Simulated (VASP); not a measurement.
# Ca (Fd-3m) in VASP: a series of runs, part 2 of 2

VASP 6.6.1.

## (5) Single point, LDA (78.33 Å³/atom)

This run uses another cell than the first one, of 78.33 Å³/atom.

Input file INCAR:

```
PREC     = Accurate       # precision mode
ENCUT    = 520            # plane-wave cutoff, eV
EDIFF    = 1E-6           # SCF threshold, eV
ISMEAR   = -1             # smearing method
SIGMA    = 0.1            # smearing width, eV
LREAL    = F              # projectors in reciprocal space
LASPH    = T              # aspherical terms in the spheres
NELM     = 60             # most SCF steps
ALGO     = Normal         # electronic algorithm
ISIF     = 2              # what is computed and relaxed
LWAVE    = F              # write WAVECAR
LCHARG   = F              # write CHGCAR
GGA      = CA             # functional
NBANDS   = 17             # bands
```

Input file KPOINTS:

```
Automatic mesh
0
Gamma
  8 8 8
```

Input file POSCAR:

```
Ca
1.0
    0.0000000000      4.2786142116      4.2786142116
    4.2786142116      0.0000000000      4.2786142116
    4.2786142116      4.2786142116      0.0000000000
Ca
2
Direct
    0.1250000000      0.1250000000      0.1250000000
    0.8750000000      0.8750000000      0.8750000000
```

Potentials or basis: VASP PAW LDA potentials, release 64 (Ca_sv).

Launch:

```
cat potpaw_LDA.64/Ca_sv/POTCAR > POTCAR
mpirun -np 1 vasp_std > vasp.out
```

OUTCAR:

```text
PREC = Accurate
   ENCUT = 520
   EDIFF = 1E-6
   ISMEAR = -1
   LREAL = F
   LASPH = T
   NELM = 60
   ISIF = 2
   GGA = CA

 ion  position               nearest neighbor table
   1  0.125  0.125  0.125-
   2  0.875  0.875  0.875-

  LATTYP: Found a face centered cubic cell.
 ALAT       =     8.5572284232

  Lattice vectors:

 A1 = (   0.0000000000,   4.2786142116,   4.2786142116)
 A2 = (   4.2786142116,   0.0000000000,   4.2786142116)
 A3 = (   4.2786142116,   4.2786142116,   0.0000000000)

Analysis of symmetry for initial positions (statically):
=====================================================================
 Subroutine PRICEL returns:
 Original cell was already a primitive cell.

 Routine SETGRP: Setting up the symmetry group for a
 face centered cubic supercell.

 Subroutine GETGRP returns: Found 48 space group operations
 (whereof 12 operations were pure point group operations)
 out of a pool of 48 trial point group operations.

The static configuration has the point symmetry D_3d.
 The point group associated with its full space group is O_h .

Analysis of symmetry for dynamics (positions and initial velocities):
=====================================================================
 Subroutine PRICEL returns:
 Original cell was already a primitive cell.

 Routine SETGRP: Setting up the symmetry group for a
 face centered cubic supercell.

 Subroutine GETGRP returns: Found 48 space group operations
 (whereof 12 operations were pure point group operations)
 out of a pool of 48 trial point group operations.

The dynamic configuration has the point symmetry D_3d.
 The point group associated with its full space group is O_h .

 Subroutine INISYM returns: Found 48 space group operations
 (whereof 12 operations are pure point group operations),
[... 109 lines left out ...]
   EMIN   =  10.00;   EMAX   =-10.00  energy-range for DOS
   EFERMI =   0.00;   METHOD = LEGACY
   ISMEAR =    -1;   SIGMA  =   0.10  broadening in eV -4-tet -1-fermi 0-gaus
   EFERMI_NEDOS =   21; number of points for ismear=-14 and -15
   IALGO  =     38    algorithm
   IMIX   =      4    mixing-type and parameters
     AMIX     =   0.40;   BMIX     =  1.00
     AMIX_MAG =   1.60;   BMIX_MAG =  1.00
  volume/ion in A,a.u.               =      78.33       528.57
  Fermi-wavevector in a.u.,A,eV,Ry     =   0.824337  1.557772  9.245597  0.679532
  Thomas-Fermi vector in A             =   1.936005
   LORBIT       =      0    0 simple, 1 ext, 2 COOP (PROOUT), +10 PAW based schemes
   GGA     = CA    functional components
   LHFCALC =     F    Hartree Fock is set to
   AEXX    =    0.0000 exact exchange contribution
   IVDW    =     0    specifies the selected vdW correction
   LEPSILON=     F    determine dielectric tensor
   LRPA    =     F    only Hartree local field effects (RPA)
 non-spin polarized calculation
  energy-cutoff  :      520.00
  volume of cell :      156.65
 maximum number of plane-waves:      4279
 NGX is ok and might be reduce to    48
   NGX = 23   NGY = 23   NGZ = 23

 number of electron      19.9999998 magnetization

 Free energy of the ion-electron system (eV)
  ---------------------------------------------------
  ext. energy  EPLUGINS =         0.00000000
  ---------------------------------------------------
  free energy    TOTEN  =        -2.17735066 eV

  energy without entropy =       -2.06288698  energy(sigma->0) =       -2.12011882

 E-fermi :  -0.1949     XC(G=0):  -5.9927

 val. band max:       -0.2019488683   @ k =  -0.2500   0.5000   0.2500
 cond. band min:      -0.1241350720   @ k =  -0.3750   0.2500   0.0000
 fundamental gap:      0.0778137964
 Fermi energy:        -0.1948747990

 k-point     1 :       0.0000    0.0000    0.0000
  band No.  band energies     occupation
      1     -42.8432      2.00000
      2     -42.8244      2.00000
      3     -24.1225      2.00000
      4     -24.1225      2.00000
      5     -24.1225      2.00000
      6     -24.0569      2.00000
[... 457 lines left out ...]
      4     -24.1308      2.00000
      5     -24.1072      2.00000
      6     -24.0729      2.00000
[... 9 lines left out ...]
     16       1.3832      0.00000
     17       1.5795      0.00000

 [... further k-points ...]

------------------------ aborting loop because EDIFF is reached ----------------------------------------

  FORCE on cell =-STRESS in cart. coord.  units (eV):
  Direction    XX          YY          ZZ          XY          YZ          ZX
  --------------------------------------------------------------------------------------
  -------------------------------------------------------------------------------------
  Total       -0.4309255     -0.4309255     -0.4309255      0.0000000      0.0000000      0.0000000
  in kB       -4.4073083     -4.4073083     -4.4073083      0.0000000      0.0000000      0.0000000
  external PRESSURE =      -4.4073083 kB  Pullay stress =       0.0000000 kB

 VOLUME and BASIS-vectors are now :
 -----------------------------------------------------------------------------
  energy-cutoff  :      520.00
  volume of cell :      156.65
      direct lattice vectors                 reciprocal lattice vectors
     0.000000000  4.278614212  4.278614212    -0.116860267  0.116860267  0.116860267
     4.278614212  0.000000000  4.278614212     0.116860267 -0.116860267  0.116860267
     4.278614212  4.278614212  0.000000000     0.116860267  0.116860267 -0.116860267

 POSITION                                       TOTAL-FORCE (eV/Angst)
 -----------------------------------------------------------------------------------
      1.06965      1.06965      1.06965        -0.000000     -0.000000     -0.000000
      7.48757      7.48757      7.48757         0.000000      0.000000      0.000000
 -----------------------------------------------------------------------------------
    total drift:                                0.000000      0.000000      0.000000

  FREE ENERGIE OF THE ION-ELECTRON SYSTEM (eV)
  ---------------------------------------------------
  free  energy   TOTEN  =        -2.1773506618 eV

  energy  without entropy=       -2.0628869777  energy(sigma->0) =       -2.12011882
```

OSZICAR:

```text
N       E                     dE             d eps       ncg     rms          rms(c)
DAV:   1     0.148403304184E+03    0.14840E+03   -0.97004E+03  1098   0.958E+02
DAV:   2     0.695301419892E+01   -0.14145E+03   -0.14003E+03  1193   0.278E+02
DAV:   3    -0.179430404481E+01   -0.87473E+01   -0.86698E+01  1932   0.463E+01
DAV:   4    -0.216624326509E+01   -0.37194E+00   -0.36968E+00  1308   0.989E+00
DAV:   5    -0.218605514219E+01   -0.19812E-01   -0.19772E-01  1665   0.164E+00    0.210E+00
DAV:   6    -0.217434877086E+01    0.11706E-01   -0.36592E-02  1314   0.139E+00    0.130E+00
DAV:   7    -0.217783161996E+01   -0.34828E-02   -0.32532E-02  1330   0.145E+00    0.182E-01
DAV:   8    -0.217730900390E+01    0.52262E-03   -0.40390E-03  1309   0.525E-01    0.214E-02
DAV:   9    -0.217735046423E+01   -0.41460E-04   -0.27634E-04  1815   0.807E-02    0.219E-02
DAV:  10    -0.217734969745E+01    0.76678E-06   -0.40084E-05  1301   0.578E-02    0.434E-03
DAV:  11    -0.217735072747E+01   -0.10300E-05   -0.30045E-06  1274   0.131E-02    0.431E-03
DAV:  12    -0.217735066177E+01    0.65698E-07   -0.98576E-07   989   0.719E-03
   1 F= -.21773507E+01 E0= -.21201188E+01  d E =-.114464E+00
```

stdout:

```text
POSCAR found type information on POSCAR Ca
 POSCAR found :  1 types and       2 ions
 scaLAPACK will be used
 LDA part: xc-table for (Slater(with rela. corr.)+CA(PZ))
 , standard interpolation
 POSCAR, INCAR and KPOINTS ok, starting setup
 FFT: planning ... GRIDC
 FFT: planning ... GRID_SOFT
 FFT: planning ... GRID
 WAVECAR not read
 entering main loop
```

It took 2.2 min on 1 thread of Intel Xeon 8259CL, shared host; peak memory 0.28 GiB.

What came out:

* Free energy: -2.1774 eV
* Pressure: -0.4 GPa
* Band gap on the k mesh: zero (bands 10 and 11 overlap by 0.72 eV)

Levels at points of the mesh, in eV from the Fermi level:
| k point | band 8 | band 9 | band 10 | band 11 | band 12 | band 13 |
| --- | --- | --- | --- | --- | --- | --- |
| (0.00, 0.00, 0.00) | -23.86 | -2.99 | 0.60 | 0.60 | 0.60 | 0.81 |
| (0.50, 0.00, 0.00) | -23.86 | -1.89 | -0.83 | 0.67 | 0.70 | 0.70 |
| (0.50, 0.50, 0.00) | -23.85 | -1.07 | -1.07 | 0.19 | 0.19 | 0.78 |

## (6) Summary

| cell | gap on the mesh (eV) | pressure (GPa) |
| --- | --- | --- |
| a = 5.748 Å, angles 60.0°, 2 atoms | none | 0.2 |
| a = 5.827 Å, angles 60.0°, 2 atoms | none | 0.0 |
| a = 5.903 Å, angles 60.0°, 2 atoms | none | -0.2 |
| a = 6.051 Å, angles 60.0°, 2 atoms | none | -0.4 |

Alike in all rows: task single point; level LDA; potentials or basis VASP PAW LDA potentials, release 64 (Ca_sv); no spin polarisation; k mesh 8 × 8 × 8; cutoff (eV) 520; smearing fermi-dirac 0.1 eV.

Total energies depend on the potentials used, so only differences within one code and one set of settings carry meaning.
